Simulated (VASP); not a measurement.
# AgI in VASP: single point with PBE

Aim: the single point of AgI with PBE.

All numbers are computed with VASP 6.6.1; they aren't measurements. Logs are shortened: lines on timing, memory, paths and dates and some standing lists are left out, and cuts for length are marked.

## (1) The cell of the first run

The typed cell holds 4 atoms: a = 4.558 Å, b = 4.558 Å, c = 7.474 Å, α = 90.00°, β = 90.00°, γ = 120.00°.

## (2) Single point, PBE

INCAR

```
SYSTEM = AgI
  PREC = Accurate
  ENCUT = 500
  EDIFF = 1E-6
  ISMEAR = -1
  SIGMA = 0.1
  LREAL = .FALSE.
  LASPH = .TRUE.
  NELM = 120
  ALGO = Normal
  ISIF = 2
  LWAVE = .FALSE.
  LCHARG = .TRUE.
  GGA = PE
  LELF = .TRUE.
  LVHAR = .TRUE.
  NBANDS = 26
  GGA_COMPAT = .FALSE.
```

KPOINTS

```
regular mesh
0
G
  7 7 4
  0 0 0
```

POSCAR

```
AgI
1.0
    4.5582000000      0.0000000000      0.0000000000
   -2.2791000000      3.9475210000      0.0000000000
    0.0000000000      0.0000000000      7.4742540000
Ag I
2 2
Direct
    0.3333000000      0.6667000000      0.0000000000
    0.6666000000      0.3333000000      0.5000000000
    0.3333000000      0.6667000000      0.3750000000
    0.6666000000      0.3333000000      0.8750000000
```

Potentials or basis: VASP PAW PBE potentials, release 64 (Ag, I).

Launch:

```console
cat potpaw_PBE.64/Ag/POTCAR potpaw_PBE.64/I/POTCAR > POTCAR
mpirun -np 1 vasp_std > vasp.out
```

OUTCAR:

```text
SYSTEM = AgI
   PREC = Accurate
   ENCUT = 500
   EDIFF = 1E-6
   ISMEAR = -1
   LREAL = .FALSE.
   LASPH = .TRUE.
   NELM = 120
   ISIF = 2
   GGA = PE

 ion  position               nearest neighbor table
   1  0.333  0.667  0.000-   4 2.79   4 2.79   4 2.79   3 2.80
   2  0.667  0.333  0.500-   3 2.79   3 2.79   3 2.79   4 2.80
   3  0.333  0.667  0.375-   2 2.79   2 2.79   2 2.79   1 2.80
   4  0.667  0.333  0.875-   1 2.79   1 2.79   1 2.79   2 2.80

  LATTYP: Found a hexagonal cell.
 ALAT       =     4.5582000000
 C/A-ratio  =     1.6397380545

  Lattice vectors:

 A1 = (   4.5582000000,   0.0000000000,   0.0000000000)
 A2 = (  -2.2791000000,   3.9475210000,   0.0000000000)
 A3 = (   0.0000000000,   0.0000000000,   7.4742540000)

Analysis of symmetry for initial positions (statically):
=====================================================================
 Subroutine PRICEL returns:
 Original cell was already a primitive cell.

 Routine SETGRP: Setting up the symmetry group for a
 hexagonal supercell.

 Subroutine GETGRP returns: Found  4 space group operations
 (whereof  1 operations were pure point group operations)
 out of a pool of 24 trial point group operations.

The static configuration has the point symmetry C_1 .
 The point group associated with its full space group is C_2v.

Analysis of symmetry for dynamics (positions and initial velocities):
=====================================================================
 Subroutine PRICEL returns:
 Original cell was already a primitive cell.

 Routine SETGRP: Setting up the symmetry group for a
 hexagonal supercell.

 Subroutine GETGRP returns: Found  4 space group operations
 (whereof  1 operations were pure point group operations)
 out of a pool of 24 trial point group operations.

The dynamic configuration has the point symmetry C_1 .
 The point group associated with its full space group is C_2v.

 Subroutine INISYM returns: Found  4 space group operations
 (whereof  1 operations are pure point group operations),
 and found     1 'primitive' translations

----------------------------------------------------------------------------------------

                                     Primitive cell

  volume of cell :     134.4887

  direct lattice vectors                    reciprocal lattice vectors
     4.558200000  0.000000000  0.000000000     0.219384845  0.126661771  0.000000000
    -2.279100000  3.947521000  0.000000000     0.000000000  0.253323542  0.000000000
     0.000000000  0.000000000  7.474254000     0.000000000  0.000000000  0.133792617

  length of vectors
     4.558200000  4.558203468  7.474254000     0.253323734  0.253323542  0.133792617

  position of ions in fractional coordinates (direct lattice)
     0.333300000  0.666700000  0.000000000
     0.666600000  0.333300000  0.500000000
     0.333300000  0.666700000  0.375000000
     0.666600000  0.333300000  0.875000000

  ion indices of the primitive-cell ions
   primitive index   ion index
                 1           1
                 2           2
                 3           3
                 4           4

----------------------------------------------------------------------------------------

 KPOINTS: regular mesh

Automatic generation of k-mesh.
 Grid dimensions read from file:
 generate k-points for:    7    7    4

 Generating k-lattice:

  Cartesian coordinates                     Fractional coordinates (reciprocal lattice)
     0.031340692  0.018094539  0.000000000     0.142857143 -0.000000000  0.000000000
     0.000000000  0.036189077  0.000000000     0.000000000  0.142857143  0.000000000
     0.000000000  0.000000000  0.033448154     0.000000000  0.000000000  0.250000000

  Length of vectors
     0.036189105  0.036189077  0.033448154

  Shift w.r.t. Gamma in fractional coordinates (k-lattice)
     0.000000000  0.000000000  0.000000000

 Subroutine IBZKPT returns following result:
 ===========================================

 Found     48 irreducible k-points:

 Following reciprocal coordinates:
            Coordinates               Weight
  0.000000  0.000000  0.000000      1.000000
  0.142857 -0.000000  0.000000      4.000000
  0.000000  0.142857  0.000000      2.000000
  0.285714 -0.000000  0.000000      4.000000
  0.000000  0.285714  0.000000      2.000000
  0.428571  0.000000  0.000000      4.000000
[... 16 lines left out ...]
  0.000000  0.428571  0.250000      4.000000
  0.142857  0.142857  0.250000      8.000000
 [... further k-points ...]
   k-points           NKPTS =     48   k-points in BZ     NKDIM =     48   number of bands    NBANDS=     26
   number of dos      NEDOS =    301   number of ions     NIONS =      4
   total plane-waves  NPLWV =  72576
   dimension x,y,z NGX =    36 NGY =   36 NGZ =   56
   dimension x,y,z NGXF=    72 NGYF=   72 NGZF=  112
   ions per type =               2   2
   NGX,Y,Z   is equivalent  to a cutoff of  13.13, 13.13, 12.46 a.u.
   NGXF,Y,Z  is equivalent  to a cutoff of  26.26, 26.26, 24.91 a.u.
 SYSTEM =  AgI
   PREC   = accura    normal or accurate (medium, high low for compatibility)
   ISTART =      0    job   : 0-new  1-cont  2-samecut
   ICHARG =      2    charge: 1-file 2-atom 10-const
   ISPIN  =      1    spin polarized calculation?
   LNONCOLLINEAR =      F non collinear calculations
   LSORBIT =      F    spin-orbit coupling
   LASPH  =      T    aspherical Exc in radial PAW
   ENCUT  =  500.0 eV  36.75 Ry    6.06 a.u.   8.31  8.31 13.63*2*pi/ulx,y,z
   NELM   =    120;   NELMIN=  2; NELMDL= -5     # of ELM steps
   EDIFF  = 0.1E-05   stopping-criterion for ELM
   LREAL  =      F    real-space projection
   EDIFFG = 0.1E-04   stopping-criterion for IOM
   NSW    =      0    number of steps for IOM
   IBRION =     -1    ionic relax: 0-MD 1-quasi-New 2-CG
   NFREE  =      0    steps in history (QN), initial steepest desc. (CG)
   ISIF   =      2    stress and relaxation
   ISYM   =      2    0-nonsym 1-usesym 2-fastsym
   POTIM  = 0.5000    time-step for ionic-motion
   TEBEG  =    0.0;   TEEND  =   0.0 temperature during run
   PSTRESS=    0.0 pullay stress
   NELECT =      36.0000    total number of electrons
   NUPDOWN=      -1.0000    fix difference up-down
   EMIN   =  10.00;   EMAX   =-10.00  energy-range for DOS
   EFERMI =   0.00;   METHOD = LEGACY
   ISMEAR =    -1;   SIGMA  =   0.10  broadening in eV -4-tet -1-fermi 0-gaus
   EFERMI_NEDOS =   21; number of points for ismear=-14 and -15
   IALGO  =     38    algorithm
   IMIX   =      4    mixing-type and parameters
     AMIX     =   0.40;   BMIX     =  1.00
     AMIX_MAG =   1.60;   BMIX_MAG =  1.00
  volume/ion in A,a.u.               =      33.62       226.89
  Fermi-wavevector in a.u.,A,eV,Ry     =   1.055068  1.993789 15.145576  1.113168
  Thomas-Fermi vector in A             =   2.190252
   LORBIT       =      0    0 simple, 1 ext, 2 COOP (PROOUT), +10 PAW based schemes
   GGA     = PE    functional components
   LHFCALC =     F    Hartree Fock is set to
   AEXX    =    0.0000 exact exchange contribution
   IVDW    =     0    specifies the selected vdW correction
   LEPSILON=     F    determine dielectric tensor
   LRPA    =     F    only Hartree local field effects (RPA)
 non-spin polarized calculation
  energy-cutoff  :      500.00
  volume of cell :      134.49
 maximum number of plane-waves:      3440
 NGX is ok and might be reduce to    36
   NGX = 17   NGY = 17   NGZ = 27

 number of electron      35.9999997 magnetization

 Free energy of the ion-electron system (eV)
  ---------------------------------------------------
  ext. energy  EPLUGINS =         0.00000000
  ---------------------------------------------------
  free energy    TOTEN  =        -9.50169936 eV

  energy without entropy =       -9.50164802  energy(sigma->0) =       -9.50167369

 E-fermi :   4.1297     XC(G=0):  -8.5115

 val. band max:        3.3451121097   @ k =   0.0000   0.0000   0.0000
 cond. band min:       4.7135305209   @ k =   0.0000   0.0000   0.0000
 fundamental gap:      1.3684184112
 Fermi energy:         4.1296874178

 k-point     1 :       0.0000    0.0000    0.0000
  band No.  band energies     occupation
      1      -9.5702      2.00000
      2      -9.2645      2.00000
      3      -0.9729      2.00000
      4      -0.9724      2.00000
      5      -0.9695      2.00000
      6      -0.9153      2.00000
[... 18 lines left out ...]
     25       9.9811      0.00000
     26      10.7333      0.00000

 k-point     2 :       0.1429   -0.0000    0.0000
  band No.  band energies     occupation
      1      -9.5207      2.00000
      2      -9.2397      2.00000
      3      -1.0173      2.00000
      4      -0.9382      2.00000
      5      -0.9366      2.00000
      6      -0.8443      2.00000
[... 18 lines left out ...]
     25      10.3849      0.00000
     26      10.3924      0.00000

 k-point     3 :       0.0000    0.1429    0.0000
  band No.  band energies     occupation
      1      -9.5207      2.00000
      2      -9.2397      2.00000
      3      -1.0175      2.00000
      4      -0.9378      2.00000
      5      -0.9364      2.00000
      6      -0.8445      2.00000
[... 18 lines left out ...]
     25      10.3850      0.00000
     26      10.3918      0.00000

 k-point     4 :       0.2857   -0.0000    0.0000
  band No.  band energies     occupation
      1      -9.4000      2.00000
      2      -9.1888      2.00000
      3      -1.0939      2.00000
      4      -0.9290      2.00000
      5      -0.8649      2.00000
      6      -0.7683      2.00000
[... 18 lines left out ...]
     25      10.6835      0.00000
     26      10.8118      0.00000
[... 496 lines left out ...]
      1      -9.2656      2.00000
      2      -9.1793      2.00000
      3      -1.1530      2.00000
      4      -1.0820      2.00000
      5      -0.7782      2.00000
      6      -0.6486      2.00000
[... 18 lines left out ...]
     25      11.0284      0.00000
     26      11.9300      0.00000

 k-point    23 :       0.0000    0.4286    0.2500
  band No.  band energies     occupation
      1      -9.2656      2.00000
      2      -9.1793      2.00000
      3      -1.1531      2.00000
      4      -1.0819      2.00000
      5      -0.7777      2.00000
      6      -0.6488      2.00000
[... 18 lines left out ...]
     25      11.0284      0.00000
     26      11.9298      0.00000

 k-point    24 :       0.1429    0.1429    0.2500
  band No.  band energies     occupation
      1      -9.4017      2.00000
      2      -9.2366      2.00000
      3      -1.0862      2.00000
      4      -1.0126      2.00000
      5      -0.8641      2.00000
      6      -0.8630      2.00000
[... 18 lines left out ...]
     25      10.4358      0.00000
     26      10.7599      0.00000

 [... further k-points ...]

------------------------ aborting loop because EDIFF is reached ----------------------------------------

  FORCE on cell =-STRESS in cart. coord.  units (eV):
  Direction    XX          YY          ZZ          XY          YZ          ZX
  --------------------------------------------------------------------------------------
  -------------------------------------------------------------------------------------
  Total        2.1331617      2.1380272      2.0080092      0.0000000      0.0000000      0.0000000
  in kB       25.4125755     25.4705391     23.9216212      0.0000000      0.0000000      0.0000000
  external PRESSURE =      24.9349119 kB  Pullay stress =       0.0000000 kB

 VOLUME and BASIS-vectors are now :
 -----------------------------------------------------------------------------
  energy-cutoff  :      500.00
  volume of cell :      134.49
      direct lattice vectors                 reciprocal lattice vectors
     4.558200000  0.000000000  0.000000000     0.219384845  0.126661771  0.000000000
    -2.279100000  3.947521000  0.000000000     0.000000000  0.253323542  0.000000000
     0.000000000  0.000000000  7.474254000     0.000000000  0.000000000  0.133792617

 POSITION                                       TOTAL-FORCE (eV/Angst)
 -----------------------------------------------------------------------------------
     -0.00023      2.63181      0.00000        -0.000000     -0.000743      0.022958
      2.27887      1.31571      3.73713         0.000000      0.000743      0.022958
     -0.00023      2.63181      2.80285         0.000000     -0.000861     -0.022958
      2.27887      1.31571      6.53997         0.000000      0.000861     -0.022958
 -----------------------------------------------------------------------------------
    total drift:                                0.000002     -0.000000      0.000859

  FREE ENERGIE OF THE ION-ELECTRON SYSTEM (eV)
  ---------------------------------------------------
  free  energy   TOTEN  =        -9.5016993617 eV

  energy  without entropy=       -9.5016480183  energy(sigma->0) =       -9.50167369
```

It took 96 s on 1 thread of AMD EPYC 9R45 (Zen 5), shared host; peak memory 0.3 GiB.

Results:

```
Free energy            : -9.5017 eV
Pressure               : 2.5 GPa
Largest force          : 0.023 eV/Å
Band gap on the k mesh : 1.37 eV
```

Forces in eV/Å, atoms in the order of the input:
```
Ag   0.000 -0.001  0.023
Ag   0.000  0.001  0.023
I    0.000 -0.001 -0.023
I    0.000  0.001 -0.023
```

Caveat: spin-orbit coupling is left out, which moves the levels of the heavy elements.
